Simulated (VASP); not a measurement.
**Cs: single point with r2SCAN**

Crystal: Cs.

```
Cs
1.0
    -3.12847    3.12847    3.12847
     3.12847   -3.12847    3.12847
     3.12847    3.12847   -3.12847
Cs
1
Direct
  0.00000 0.00000 0.00000
```

```
Program                : VASP 6.6.1
Task                   : single point
Functional             : r2SCAN
Potentials or basis    : VASP PAW PBE potentials, release 64 (Cs_sv)
Cutoff                 : 520 eV
k mesh                 : 4 × 4 × 4
Occupations            : fermi-dirac, width 0.05 eV
Spin                   : no spin polarisation
Dipole correction      : no
Further INCAR settings : ALGO = Normal; EDIFF = 1e-06; NBANDS = 10
```

```json
{
 "Pressure": "0.1 GPa",
 "Band gap on the k mesh": "zero (an odd number of electrons rules out a gap without spin polarisation)"
}
```

Levels at points of the mesh, in eV from the Fermi level:
| k point | band 2 | band 3 | band 4 | band 5 | band 6 | band 7 |
| --- | --- | --- | --- | --- | --- | --- |
| (0.00, 0.00, 0.00) | -11.22 | -11.22 | -11.22 | -1.73 | 2.76 | 2.76 |
| (0.50, 0.00, 0.00) | -11.33 | -11.26 | -11.22 | 0.11 | 0.73 | 1.84 |
| (0.50, 0.50, 0.50) | -11.30 | -11.30 | -11.30 | 0.69 | 0.69 | 3.08 |

It took 46 s on 1 thread of Intel(R) Xeon(R) Platinum 8259CL CPU @ 2.50GHz (Skylake/Cascade Lake) (shared host), peak memory 0.25 GiB.

Caveat: the PAW data sets were made with another functional, which shifts forces and pressure a little; spin-orbit coupling is left out, which moves the levels of the heavy elements.
